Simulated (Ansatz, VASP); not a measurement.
One calculation of Au, two programs

The input INCAR:

```
PREC     = Accurate       # precision mode
ENCUT    = 520            # plane-wave cutoff, eV
EDIFF    = 1E-6           # SCF threshold, eV
ISMEAR   = 0              # smearing method
SIGMA    = 0.1            # smearing width, eV
LREAL    = F              # projectors in reciprocal space
LASPH    = T              # aspherical terms in the spheres
NELM     = 100            # most SCF steps
ALGO     = Normal         # electronic algorithm
ISIF     = 2              # what is computed and relaxed
LWAVE    = F              # write WAVECAR
LCHARG   = F              # write CHGCAR
LDIPOL   = T            
IDIPOL   = 3            
DIPOL    = 0.5 0.5 0.282
GGA      = PE             # functional
NBANDS   = 18             # bands
```

The input KPOINTS:

```
Automatic mesh
0
Gamma
  20 20 1
```

The input POSCAR:

```
Au
1.0
    2.7486545814      0.0000000000      0.0000000000
    0.0000000000      2.7486545814      0.0000000000
    0.0000000000      0.0000000000     28.3324991076
Au
2
Direct
    0.0000000000      0.5000000000      0.2419717425
    0.5000000000      0.0000000000      0.3227507671
```

Input for Ansatz:

```yaml
crystal:
  lattice:
    - [2.7486545814, 0.0, 0.0]
    - [0.0, 2.7486545814, 0.0]
    - [0.0, 0.0, 28.3324991076]
  atoms:
    - { symbol: Au, position: [0.0, 0.5, 0.2419717425] }
    - { symbol: Au, position: [0.5, 0.0, 0.3227507671] }
  periodic: [true, true, false]
basis:
  ecutwfc: 420
kpoints:
  mp_grid: { grid: [20, 20, 1] }
  band_path:
    path: [[0.0, 0.0, 0.0], [0.0, 0.5, 0.0], [0.5, 0.5, 0.0], [0.0, 0.0, 0.0]]
    npoints: 14
hamiltonian:
  xc: pbe
scf:
  occupations: { method: gaussian, width: 0.1 }
  n_extra_bands: 6
output:
  forces: true
  stress: true
  eigenvalues: true
  populations: true
  dos: { projected: true, de: 0.02, nscf_kmesh: { grid: [24, 24, 1] } }
  bader: true
  write_density: true
  write_potential: true
  elf: true
  volumetric_format: npy
```

Alike in both runs: task single point; functional PBE; k mesh 20 × 20 × 1; occupations gaussian, width 0.1 eV; no spin polarisation.

|  | VASP | Ansatz |
| --- | --- | --- |
| version | VASP 6.6.1 | Ansatz 0.2.0 |
| potentials or method | VASP PAW PBE potentials, release 64 (Au), cutoff 520 eV | scalar-relativistic, plane waves, PAW |
| valence electrons in the cell | 22 | 38 |

VASP gave:

| Item | Value |
| --- | --- |
| gap on the k mesh at the Fermi level (eV) | none |
| rms of the force components (eV/Å) | 0.003 |

Q: What did Ansatz give for the same quantities?

A: gap on the k mesh at the Fermi level (eV): none; rms of the force components (eV/Å): 0.000.

Atom by atom the forces differ by 0.003 eV/Å (rms over components). A gap of «none» marks a metal or a gap that the smearing closes. VASP's potentials hold 22 valence electrons a cell and Ansatz's 38, so a difference there can come from the potentials and not from the codes. Ansatz's warnings: xc potential rough in thin density.

Neither program's run includes spin-orbit coupling.
